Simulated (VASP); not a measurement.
Runs of VASP 6.6.1 on BN. The structure is that of space group F-43m (No. 216), or close to it. The cells are those of the table. 

| cell | gap on the mesh (eV) | pressure (GPa) |
| --- | --- | --- |
| a = 2.583, b = 2.583, c = 2.564 Å, angles 60.2, 60.2, 59.5°, 2 atoms | 4.30 | -5.6 |
| a = 2.641 Å, angles 60.0°, 2 atoms | 4.35 | (b) |
| a = 2.602 Å, angles 60.0°, 2 atoms | 4.40 | -15.5 |
| a = 2.526, b = 2.526, c = 2.564 Å, angles 59.5, 59.5, 61.0°, 2 atoms | (a) | (c) |
| a = 2.545, b = 2.545, c = 2.602 Å, angles 59.3, 59.3, 61.5°, 2 atoms | 3.68 | 0.0 |

Alike in all rows: task single point; level PBE; potentials or basis VASP PAW PBE potentials, release 64 (B, N); no spin polarisation; k mesh 12 × 12 × 12; cutoff (eV) 520; smearing gaussian 0.05 eV.

Task: Fill in the values left out.

Result: (a) 3.94; (b) -28.2; (c) 11.8.

A k mesh can miss the band edges.
